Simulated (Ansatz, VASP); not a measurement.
## Two plane-wave programs on Ir

```xyz
1
Lattice="0.0000 1.9124 2.0133 1.9124 0.0000 2.0133 1.9124 1.9124 0.0000" Properties=species:S:1:pos:R:3 pbc="T T T"
Ir    0.0000    0.0000    0.0000
```

Alike in both runs: task single point; functional PBE; k mesh 22 × 22 × 22; occupations gaussian, width 0.15 eV; no spin polarisation.

|  | VASP | Ansatz |
| --- | --- | --- |
| version | VASP 6.6.1 | Ansatz 0.2.0 |
| potentials or method | VASP PAW PBE potentials, release 64 (Ir), cutoff 520 eV | scalar-relativistic, plane waves, PAW |
| valence electrons in the cell | 9 | 17 |

VASP gave:

- gap on the k mesh at the Fermi level (eV): none
- pressure (GPa): -4.1
- traceless stress, the component that is largest in VASP (GPa): -11.68

Problem. What did Ansatz give for the same quantities?

Solution. gap on the k mesh at the Fermi level (eV): none; pressure (GPa): -4.6; traceless stress, the component that is largest in VASP (GPa): -11.75.

A gap of «none» marks a metal or a gap that the smearing closes. With one functional, cell and mesh, what is left measures potentials, basis and numerics. VASP's potentials hold 9 valence electrons a cell and Ansatz's 17, so a difference there can come from the potentials and not from the codes.

Neither program's run includes spin-orbit coupling.
